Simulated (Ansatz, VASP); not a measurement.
## YZr2 in VASP and in Ansatz

File INCAR:

```
PREC     = Accurate       # precision mode
ENCUT    = 600            # plane-wave cutoff, eV
EDIFF    = 1E-6           # SCF threshold, eV
ISMEAR   = 0              # smearing method
SIGMA    = 0.1            # smearing width, eV
LREAL    = F              # projectors in reciprocal space
LASPH    = T              # aspherical terms in the spheres
NELM     = 60             # most SCF steps
ALGO     = Normal         # electronic algorithm
ISIF     = 3              # what is computed and relaxed
LWAVE    = F              # write WAVECAR
LCHARG   = F              # write CHGCAR
GGA      = PE             # functional
IVDW     = 12             # dispersion correction
IBRION   = 2              # ionic algorithm
NSW      = 90             # ionic steps
EDIFFG   = -0.04          # ionic threshold
```

KPOINTS

```
regular mesh
0
Gamma
  6 6 6
```

File POSCAR:

```
YZr2
1.0
    2.6924334530      1.5544771789      3.0063987149
   -2.6924334530      1.5544771789      3.0063987149
    0.0000000000     -3.1089543578      3.0063987149
Y Zr
1 2
Direct
    0.0000000000      0.0000000000      0.0000000000
    0.6608609285      0.6608609285      0.6608609285
    0.3391390715      0.3391390715      0.3391390715
```

Input for Ansatz:

```yaml
crystal:
  lattice:
    - [2.692433453, 1.5544771789, 3.0063987149]
    - [-2.692433453, 1.5544771789, 3.0063987149]
    - [0.0, -3.1089543578, 3.0063987149]
  atoms:
    - { symbol: "Y", position: [0.0, 0.0, 0.0] }
    - { symbol: Zr, position: [0.6608609285, 0.6608609285, 0.6608609285] }
    - { symbol: Zr, position: [0.3391390715, 0.3391390715, 0.3391390715] }
basis:
  ecutwfc: 420
kpoints:
  mp_grid: { grid: [6, 6, 6] }
hamiltonian:
  xc: pbe
  dispersion: d3bj
scf:
  occupations: { method: gaussian, width: 0.1 }
  lower_state_search: "off"
output:
  forces: true
  stress: true
  eigenvalues: true
relax:
  adjacent_minimum: "off"
  f_tol: 0.04
  max_steps: 70
  cell: { stress_tol: 0.4 }
```

Alike in both runs: task relaxation of cell and atoms; functional PBE; dispersion D3(BJ); k mesh 6 × 6 × 6; occupations gaussian, width 0.1 eV; no spin polarisation.

|  | VASP | Ansatz |
| --- | --- | --- |
| version | VASP 6.6.1 | Ansatz 0.2.0 |
| potentials or method | VASP PAW PBE potentials, release 64 (Y_sv, Zr_sv), cutoff 600 eV | scalar-relativistic, plane waves, PAW |
| valence electrons in the cell | 35 | 35 |

|  | VASP | Ansatz | Ansatz less VASP |
| --- | --- | --- | --- |
| gap on the k mesh at the Fermi level, each at its own relaxed structure (eV) | none | none | - |
| relaxed volume (Å³/atom) | 24.89 | 24.90 | +0.012 |
| relaxed length of the cell vector where the two differ most in proportion (Å) | 4.311 | 4.311 | +0.0003 |

A gap of «none» marks a metal or a gap that the smearing closes.
